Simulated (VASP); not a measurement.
A run of VASP 6.6.1 is set up as follows.

File INCAR:

```
SYSTEM = SmF
ALGO     = Normal         ! electronic algorithm
EDIFF    = 1E-7           ! SCF threshold, eV
EDIFFG   = -0.04          ! ionic threshold
ENCUT    = 600            ! plane-wave cutoff, eV
GGA      = PE             ! functional
GGA_COMPAT= .FALSE.      
IBRION   = 2              ! ionic algorithm
ISIF     = 3              ! what is computed and relaxed
ISMEAR   = 0              ! smearing method
LASPH    = .TRUE.         ! aspherical terms in the spheres
LCHARG   = .FALSE.        ! write CHGCAR
LMAXMIX  = 6              ! l up to which the mixer works
LREAL    = .FALSE.        ! projectors in reciprocal space
LWAVE    = .FALSE.        ! write WAVECAR
NELM     = 200            ! most SCF steps
NELMIN   = 4            
NSW      = 90             ! ionic steps
PREC     = Accurate       ! precision mode
SIGMA    = 0.1            ! smearing width, eV
```

KPOINTS

```
k-points
0
G
  6 6 4
  0 0 0
```

File POSCAR:

```
SmF
1.0
    3.4373598171     -1.5542206897      0.0000000000
    3.4373598171      1.5542206897      0.0000000000
   -0.0520045829      0.0000000000      3.9175561622
Sm F
1 1
Direct
    0.0000000000      0.0000000000      0.5000000000
    0.5000000000      0.5000000000      0.0000000000
```

Potentials or basis: VASP PAW PBE potentials, release 64 (Sm_3, F), 4f in core.

The run is started by

```bash
$ cat potpaw_PBE.64/Sm_3/POTCAR potpaw_PBE.64/F/POTCAR > POTCAR
$ mpirun -np 1 vasp_std > vasp.out
```

(1) Predict the relaxed cell.

(2) What does it give for the space group after relaxing (to 0.1 Å)?

## Answers

(1) a = 3.831 Å, b = 3.831 Å, c = 3.899 Å, α = 90.44°, β = 90.44°, γ = 48.04°.

(2) Cmmm (No. 65).

Caveat: the k points lie up to 0.40 Å⁻¹ apart in the final cell, too coarse for converged energies and pressures of a metal; the run has no spin polarisation, though such a crystal can be magnetic.
